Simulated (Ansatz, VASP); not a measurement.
Two plane-wave programs on ZnS

```
Zn S
1.0
     0.00000    2.59646    2.48828
     2.59646    0.00000    2.48828
     2.59646    2.59646    0.00000
Zn S
1 1
Direct
  0.00000 0.00000 0.00000
  0.75000 0.75000 0.75000
```

Change from the starting cell: strain -0.040 along x and y, -0.080 along z, atoms carried along.

Alike in both runs: task single point; functional PBE; k mesh 10 × 10 × 10; occupations gaussian, width 0.05 eV; no spin polarisation.

|  | VASP | Ansatz |
| --- | --- | --- |
| version | VASP 6.6.1 | Ansatz 0.2.0 |
| potentials or method | VASP PAW PBE potentials, release 64 (Zn, S), cutoff 520 eV | scalar-relativistic, plane waves, PAW |
| valence electrons in the cell | 18 | 18 |

VASP gave:

| Item | Value |
| --- | --- |
| gap on the k mesh at the Fermi level (eV) | 2.71 |
| least direct gap on the mesh (eV) | 2.75 |
| pressure (GPa) | 19.4 |
| traceless stress, the component that is largest in VASP (GPa) | 0.71 |

**Question.** Which values does Ansatz return?

**Answer.** gap on the k mesh at the Fermi level (eV): 2.71; least direct gap on the mesh (eV): 2.73; pressure (GPa): 19.1; traceless stress, the component that is largest in VASP (GPa): 0.71.
